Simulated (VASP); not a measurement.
# CuI (F-43m) in VASP: a series of runs, part 2 of 2

VASP 6.6.1. Earlier steps stand in the parts before.

## (3) Single point, RPBE

Contents of INCAR:

```
SYSTEM = CuI
ALGO = Normal
EDIFF = 1E-6
ENCUT = 520
GGA = RP
ISIF = 2
ISMEAR = -1
LASPH = .TRUE.
LCHARG = .FALSE.
LREAL = .FALSE.
LWAVE = .FALSE.
NBANDS = 16
NELM = 100
PREC = Accurate
SIGMA = 0.05
```

Contents of KPOINTS:

```
k-points
0
G
  8 8 8
  0 0 0
```

Contents of POSCAR:

```
CuI
1.0
    0.0000000000      3.0515767440      3.0515767440
    3.0515767440      0.0000000000      3.0515767440
    3.0515767440      3.0515767440      0.0000000000
I Cu
1 1
Direct
    0.0000000000      0.0000000000      0.0000000000
    0.7500000000      0.7500000000      0.7500000000
```

Potentials or basis: VASP PAW PBE potentials, release 64 (I, Cu).

Run with:

```bash
> cat potpaw_PBE.64/I/POTCAR potpaw_PBE.64/Cu/POTCAR > POTCAR
> mpirun -np 1 vasp_std > vasp.out
```

OUTCAR:

```text
SYSTEM = CuI
   EDIFF = 1E-6
   ENCUT = 520
   GGA = RP
   ISIF = 2
   ISMEAR = -1
   LASPH = .TRUE.
   LREAL = .FALSE.
   NELM = 100
   PREC = Accurate

 ion  position               nearest neighbor table
   1  0.000  0.000  0.000-   2 2.64   2 2.64   2 2.64   2 2.64
   2  0.750  0.750  0.750-   1 2.64   1 2.64   1 2.64   1 2.64

  LATTYP: Found a face centered cubic cell.
 ALAT       =     6.1031534880

  Lattice vectors:

 A1 = (   0.0000000000,   3.0515767440,   3.0515767440)
[... 641 lines left out ...]
------------------------ aborting loop because EDIFF is reached ----------------------------------------

  FORCE on cell =-STRESS in cart. coord.  units (eV):
  Direction    XX          YY          ZZ          XY          YZ          ZX
  --------------------------------------------------------------------------------------
  -------------------------------------------------------------------------------------
  Total        0.5513485      0.5513485      0.5513485      0.0000000     -0.0000000      0.0000000
  in kB       15.5429672     15.5429672     15.5429672      0.0000000     -0.0000000      0.0000000
  external PRESSURE =      15.5429672 kB  Pullay stress =       0.0000000 kB

 VOLUME and BASIS-vectors are now :
 -----------------------------------------------------------------------------
  energy-cutoff  :      520.00
  volume of cell :       56.83
      direct lattice vectors                 reciprocal lattice vectors
     0.000000000  3.051576744  3.051576744    -0.163849722  0.163849722  0.163849722
     3.051576744  0.000000000  3.051576744     0.163849722 -0.163849722  0.163849722
     3.051576744  3.051576744  0.000000000     0.163849722  0.163849722 -0.163849722

 POSITION                                       TOTAL-FORCE (eV/Angst)
 -----------------------------------------------------------------------------------
      0.00000      0.00000      0.00000         0.000000     -0.000000     -0.000000
      4.57737      4.57737      4.57737        -0.000000      0.000000      0.000000
 -----------------------------------------------------------------------------------
    total drift:                               -0.000002     -0.000002     -0.000002

  FREE ENERGIE OF THE ION-ELECTRON SYSTEM (eV)
  ---------------------------------------------------
  free  energy   TOTEN  =        -4.8507336687 eV

  energy  without entropy=       -4.8507336090  energy(sigma->0) =       -4.85073364
```

OSZICAR:

```text
N       E                     dE             d eps       ncg     rms          rms(c)
DAV:   1     0.930503843533E+02    0.93050E+02   -0.74468E+03   928   0.118E+03
DAV:   2     0.905974647971E+00   -0.92144E+02   -0.83757E+02   976   0.225E+02
DAV:   3    -0.483749222037E+01   -0.57435E+01   -0.56597E+01  1256   0.589E+01
DAV:   4    -0.500127256513E+01   -0.16378E+00   -0.16370E+00  1056   0.955E+00
DAV:   5    -0.501041511300E+01   -0.91425E-02   -0.91423E-02  1440   0.251E+00    0.492E+00
DAV:   6    -0.494746563862E+01    0.62949E-01   -0.19575E+00   960   0.374E+01    0.315E+00
DAV:   7    -0.484759947505E+01    0.99866E-01   -0.49225E-01   960   0.222E+01    0.173E+00
DAV:   8    -0.485114640500E+01   -0.35469E-02   -0.26581E-02  1464   0.162E+00    0.351E-01
DAV:   9    -0.485021394252E+01    0.93246E-03   -0.62918E-03  1184   0.230E+00    0.876E-02
DAV:  10    -0.485067433117E+01   -0.46039E-03   -0.83258E-04  1096   0.204E-01    0.195E-02
DAV:  11    -0.485072381865E+01   -0.49487E-04   -0.74569E-05  1216   0.130E-01    0.153E-02
DAV:  12    -0.485073246829E+01   -0.86496E-05   -0.29917E-05  1096   0.811E-02    0.625E-03
DAV:  13    -0.485073348408E+01   -0.10158E-05   -0.61389E-07  1008   0.715E-03    0.918E-04
DAV:  14    -0.485073366869E+01   -0.18461E-06   -0.28969E-07   888   0.640E-03
   1 F= -.48507337E+01 E0= -.48507336E+01  d E =-.596969E-07
```

Run time: 12 s. Hardware: 1 thread of Intel Xeon Platinum 8488C (Sapphire Rapids), shared host; peak memory 0.18 GiB.

Results:

* Free energy: -4.8507 eV
* Pressure: 1.6 GPa
* Band gap on the k mesh: 1.23 eV

Levels at points of the mesh, in eV from the valence-band top:
```
           k point  band 7  band 8  band 9  band 10  band 11  band 12
(0.00, 0.00, 0.00)    0.00    0.00    0.00     1.23     4.91     4.91
(0.50, 0.00, 0.00)   -1.67   -0.67   -0.67     2.23     5.45     5.45
(0.50, 0.50, 0.00)   -1.66   -1.41   -1.41     2.88     2.98     9.21
```

Caveat: the PAW data sets were made with another functional, which shifts forces and pressure a little; spin-orbit coupling is left out, which moves the levels of the heavy elements. A hybrid or GW would open this gap; RPBE tends to underestimate it.

## (4) Single point, SVWN5

Contents of INCAR:

```
SYSTEM = CuI
ALGO = Normal
EDIFF = 1E-7
ENCUT = 520
GGA = VW
ISIF = 2
ISMEAR = -1
LASPH = .True.
LCHARG = .True.
LELF = .True.
LREAL = .False.
LVHAR = .True.
LWAVE = .False.
NBANDS = 16
NELM = 60
PREC = Accurate
SIGMA = 0.05
```

Contents of KPOINTS:

```
k-points
0
Gamma
  8 8 8
  0 0 0
```

POSCAR is that of step 3.

Run with:

```bash
> cat potpaw_PBE.64/I/POTCAR potpaw_PBE.64/Cu/POTCAR > POTCAR
> mpirun -np 1 vasp_std > vasp.out
```

Run time: 13 s. Hardware: 1 thread of Intel Xeon Platinum 8488C (Sapphire Rapids), shared host; peak memory 0.17 GiB.

Results (log left out):

* Free energy: -6.8395 eV
* Pressure: -4.9 GPa
* Band gap on the k mesh: 0.91 eV

Levels at points of the mesh, in eV from the valence-band top:
```csv
k point,band 5,band 6,band 7,band 8,band 9,band 10,band 11,band 12,band 13,band 14
"(0.00, 0.00, 0.00)",-1.83,-1.83,0.00,0.00,0.00,0.91,4.88,4.88,4.88,7.95
"(0.50, 0.00, 0.00)",-1.80,-1.80,-1.76,-0.69,-0.69,2.03,5.41,5.41,7.21,8.88
"(0.50, 0.50, 0.00)",-1.85,-1.78,-1.75,-1.47,-1.47,2.65,2.85,8.89,9.60,9.60
```

Caveat: the cell stands under tension; the PAW data sets were made with another functional, which shifts forces and pressure a little; spin-orbit coupling is left out, which moves the levels of the heavy elements.

## (5) Single point, PBE+D3(BJ)

This run uses another cell than the first one, of 28.97 Å³/atom.

Contents of INCAR:

```
SYSTEM = CuI
  PREC = Accurate
  ENCUT = 520
  EDIFF = 1E-6
  ISMEAR = -1
  SIGMA = 0.05
  LREAL = .FALSE.
  LASPH = .TRUE.
  NELM = 100
  ALGO = Normal
  ISIF = 2
  LWAVE = .FALSE.
  LCHARG = .FALSE.
  GGA = PE
  IVDW = 12
  NBANDS = 16
```

Contents of KPOINTS:

```
regular mesh
0
G
  8 8 8
  0 0 0
```

Contents of POSCAR:

```
CuI
1.0
    0.0000000000      3.0713927327      3.0713927327
    3.0713927327      0.0000000000      3.0713927327
    3.0713927327      3.0713927327      0.0000000000
I Cu
1 1
Direct
    0.0000000000      0.0000000000      0.0000000000
    0.7500000000      0.7500000000      0.7500000000
```

Potentials or basis: VASP PAW PBE potentials, release 64 (I, Cu).

Run with:

```bash
> cat potpaw_PBE.64/I/POTCAR potpaw_PBE.64/Cu/POTCAR > POTCAR
> mpirun -np 1 vasp_std > vasp.out
```

OUTCAR:

```text
SYSTEM = CuI
   PREC = Accurate
   ENCUT = 520
   EDIFF = 1E-6
   ISMEAR = -1
   LREAL = .FALSE.
   LASPH = .TRUE.
   NELM = 100
   ISIF = 2
   GGA = PE
   IVDW = 12
 IVDW          = 12

 ion  position               nearest neighbor table
   1  0.000  0.000  0.000-   2 2.66   2 2.66   2 2.66   2 2.66
   2  0.750  0.750  0.750-   1 2.66   1 2.66   1 2.66   1 2.66

  LATTYP: Found a face centered cubic cell.
 ALAT       =     6.1427854654

  Lattice vectors:

 A1 = (   0.0000000000,   3.0713927327,   3.0713927327)
[... 642 lines left out ...]

 Edisp (eV)   -0.65426

 E8    (eV) :    -0.2861

  FORCE on cell =-STRESS in cart. coord.  units (eV):
  Direction    XX          YY          ZZ          XY          YZ          ZX
  --------------------------------------------------------------------------------------
  -------------------------------------------------------------------------------------
  Total      -1.02414    -1.02414    -1.02414    -0.00000    -0.00000    -0.00000
  in kB     -28.31609   -28.31609   -28.31609    -0.00000    -0.00000    -0.00000
  external pressure =      -28.32 kB  Pullay stress =        0.00 kB

 VOLUME and BASIS-vectors are now :
 -----------------------------------------------------------------------------
  energy-cutoff  :      520.00
  volume of cell :       57.95
      direct lattice vectors                 reciprocal lattice vectors
     0.000000000  3.071392733  3.071392733    -0.162792597  0.162792597  0.162792597
     3.071392733  0.000000000  3.071392733     0.162792597 -0.162792597  0.162792597
     3.071392733  3.071392733  0.000000000     0.162792597  0.162792597 -0.162792597

 POSITION                                       TOTAL-FORCE (eV/Angst)
 -----------------------------------------------------------------------------------
      0.00000      0.00000      0.00000         0.000000      0.000000      0.000000
      4.60709      4.60709      4.60709        -0.000000     -0.000000     -0.000000
 -----------------------------------------------------------------------------------
    total drift:                               -0.000001     -0.000001     -0.000001

  FREE ENERGIE OF THE ION-ELECTRON SYSTEM (eV)
  ---------------------------------------------------
  free  energy   TOTEN  =        -6.2110000839 eV

  energy  without entropy=       -6.2109997611  energy(sigma->0) =       -6.21099992
```

Wall time 11 s (1 thread of Intel Xeon Platinum 8488C (Sapphire Rapids), shared host); peak memory 0.2 GiB.

What came out:

```yaml
Free_energy: -6.2110 eV
Pressure: -2.8 GPa
Band_gap_on_the_k_mesh: 1.04 eV
Dispersion_energy_per_atom: -0.327 eV
```

Caveat: spin-orbit coupling is left out, which moves the levels of the heavy elements.

## (6) Overview

```tsv
level	cell	gap on the mesh (eV)	pressure (GPa)
PBE+D3(BJ)	a = 4.316 Å, angles 60.0°, 2 atoms	1.09	-2.5
RPBE	a = 4.316 Å, angles 60.0°, 2 atoms	1.23	1.6
SVWN5	a = 4.316 Å, angles 60.0°, 2 atoms	0.91	-4.9
PBE+D3(BJ)	a = 4.344 Å, angles 60.0°, 2 atoms	1.04	-2.8
```

Alike in all rows: task single point; potentials or basis VASP PAW PBE potentials, release 64 (I, Cu); no spin polarisation; k mesh 8 × 8 × 8; cutoff (eV) 520; smearing fermi-dirac 0.05 eV.

On the cell as given the gap runs from 0.91 eV (SVWN5) to 1.23 eV (RPBE). The pressure there spans -4.9 GPa (SVWN5) to 1.6 GPa (RPBE); a positive pressure means that this level wants a larger cell, a negative one a smaller.

Caveats: spin-orbit coupling is left out, which moves the levels of the heavy elements; the PAW data sets were made with another functional, which shifts forces and pressure a little (at least some runs); the cell stands under tension (at least some runs).

Total energies depend on the potentials used, so only differences within one code and one set of settings carry meaning.
